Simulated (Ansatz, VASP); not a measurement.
One calculation of Fe, two programs

INCAR

```
SYSTEM = Fe
ALGO = Fast
EDIFF = 1E-6
ENCUT = 520
GGA = PE
ISIF = 2
ISMEAR = 0
ISPIN = 2
LASPH = .True.
LCHARG = .False.
LMAXMIX = 4
LORBIT = 11
LREAL = .False.
LWAVE = .False.
MAGMOM = 2.44
NBANDS = 14
NELM = 150
PREC = Accurate
SIGMA = 0.15
```

KPOINTS

```
k-points
0
Gamma
  12 12 12
  0 0 0
```

The input POSCAR:

```
Fe
1.0
   -1.2405339372      1.2405339372      1.9424280388
    1.2405339372     -1.2405339372      1.9424280388
    1.2405339372      1.2405339372     -1.9424280388
Fe
1
Direct
    0.0000000000      0.0000000000      0.0000000000
```

Input for Ansatz:

```yaml
crystal:
  lattice:
    - [-1.2405339372, 1.2405339372, 1.9424280388]
    - [1.2405339372, -1.2405339372, 1.9424280388]
    - [1.2405339372, 1.2405339372, -1.9424280388]
  atoms:
    - { symbol: Fe, position: [0.0, 0.0, 0.0], spin: 2.44 }
basis:
  ecutwfc: 520.0
kpoints:
  mp_grid: { grid: [12, 12, 12] }
hamiltonian:
  xc: pbe
scf:
  occupations: { method: gaussian, width: 0.15 }
output:
  forces: true
  stress: true
  eigenvalues: true
  populations: true
magnetization:
  spin_polarized: true
```

Alike in both runs: task single point; functional PBE; k mesh 12 × 12 × 12; occupations gaussian, width 0.15 eV; collinear spin.

|  | VASP | Ansatz |
| --- | --- | --- |
| version | VASP 6.6.1 | Ansatz 0.2.0 |
| potentials or method | VASP PAW PBE potentials, release 64 (Fe), cutoff 520 eV | scalar-relativistic, plane waves, PAW |
| valence electrons in the cell | 8 | 16 |

```csv
,VASP,Ansatz,Ansatz less VASP
gap on the k mesh at the Fermi level (eV),none,none,-
pressure (GPa),-2.6,-2.7,-0.10
"traceless stress, the component that is largest in VASP (GPa)",5.53,5.62,+0.085
net moment per atom (μB),2.43,2.42,-0.014
size of the moment on the site where the two differ most (μB),2.44,2.46,+0.025
```

Site moments also hang on the region over which each program counts them. A gap of «none» marks a metal or a gap that the smearing closes. The functional is the same, so the differences come from potentials, cutoffs and numerics. VASP's potentials hold 8 valence electrons a cell and Ansatz's 16, so a difference there can come from the potentials and not from the codes.
